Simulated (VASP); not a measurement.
A run of VASP 6.6.1:

File INCAR:

```
SYSTEM = ScAs2
PREC     = Accurate       ! precision mode
ENCUT    = 520            ! plane-wave cutoff, eV
EDIFF    = 1E-6           ! SCF threshold, eV
ISMEAR   = 0              ! smearing method
SIGMA    = 0.1            ! smearing width, eV
LREAL    = .False.        ! projectors in reciprocal space
LASPH    = .True.         ! aspherical terms in the spheres
NELM     = 100            ! most SCF steps
ALGO     = Normal         ! electronic algorithm
ISIF     = 2              ! what is computed and relaxed
LWAVE    = .False.        ! write WAVECAR
LCHARG   = .True.         ! write CHGCAR
GGA      = PE             ! functional
LELF     = .True.         ! ELF
LVHAR    = .True.       
NBANDS   = 18             ! bands
```

Contents of KPOINTS:

```
regular mesh
0
Gamma
  6 6 4
  0 0 0
```

The input POSCAR:

```
ScAs2
1.0
    3.6663598300      0.0000000000      0.0000000000
   -1.8331799100      3.1751607500      0.0000000000
    0.0000000000      0.0000000000      6.2152600300
Sc As
1 2
Direct
    0.0000000000      0.0000000000      0.5000000000
    0.6666666700      0.3333333300      0.7175636900
    0.3333333300      0.6666666700      0.2824363100
```

Potentials or basis: VASP PAW PBE potentials, release 64 (Sc_sv, As).

Command:

```console
$ cat potpaw_PBE.64/Sc_sv/POTCAR potpaw_PBE.64/As/POTCAR > POTCAR
$ mpirun -np 1 vasp_std > vasp.out
```

Hardware: 1 thread of AMD EPYC 7R13, on a shared host.

Estimate the wall time of this run.

Wall time 52 s on 1 thread of AMD EPYC 7R13, with other jobs on the host, peak memory 0.17 GiB. Counts: scf iterations 14, k points 24.
